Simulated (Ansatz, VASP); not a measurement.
## Sn: VASP beside Ansatz

Contents of INCAR:

```
PREC = Accurate
ENCUT = 520
EDIFF = 1E-8
ISMEAR = -1
SIGMA = 0.05
LREAL = False
LASPH = True
NELM = 100
ALGO = Normal
ISIF = 2
LWAVE = False
LCHARG = False
GGA = CA
LEFG = True
NBANDS = 21
```

The input KPOINTS:

```
Automatic mesh
0
Gamma
  15 15 15
```

Contents of POSCAR:

```
Sn
1.0
   -2.9158500000      2.9158500000      1.6224630000
    2.9158500000     -2.9158500000      1.6224630000
    2.9158500000      2.9158500000     -1.6224630000
Sn
2
Direct
    0.0000000000      0.0000000000      0.0000000000
    0.7500000000      0.2500000000      0.5000000000
```

Input for Ansatz:

```yaml
crystal:
  lattice:
    - [-2.91585, 2.91585, 1.622463]
    - [2.91585, -2.91585, 1.622463]
    - [2.91585, 2.91585, -1.622463]
  atoms:
    - { symbol: Sn, position: [0.0, 0.0, 0.0] }
    - { symbol: Sn, position: [0.75, 0.25, 0.5] }
kpoints:
  mp_grid: { grid: [15, 15, 15] }
scf:
  occupations: { method: fermi_dirac, width: 0.05 }
hamiltonian:
  xc: lda
  pseudopotentials: { kind: all_electron, datasets: crystal }
output:
  forces: true
  stress: true
  eigenvalues: true
  efg: { contact_densities: true }
```

Change from the starting cell: zz strain of +2 %, crystal datasets.

Alike in both runs: task electric field gradients; functional LDA; k mesh 15 × 15 × 15; occupations fermi-dirac, width 0.05 eV; no spin polarisation.

|  | VASP | Ansatz |
| --- | --- | --- |
| version | VASP 6.6.1 | Ansatz 0.2.0 |
| potentials or method | VASP PAW LDA potentials, release 64 (Sn_d), cutoff 520 eV | all-electron PAW with datasets made for the crystal, scalar-relativistic |

|  | VASP | Ansatz | Ansatz less VASP |
| --- | --- | --- | --- |
| pressure (GPa) | -2.7 | -2.7 | +0.02 |
| traceless stress, the component that is largest in VASP (GPa) | -1.05 | -1.05 | -0.004 |
| size of Vzz on the site where it differs most (V/Å²) | 52.7 | 53.2 | +0.47 |

LDA's correlation is that of Perdew and Zunger in VASP and of Perdew and Wang (1992) in Ansatz. Ansatz ran all-electron here, and VASP with PAW potentials.
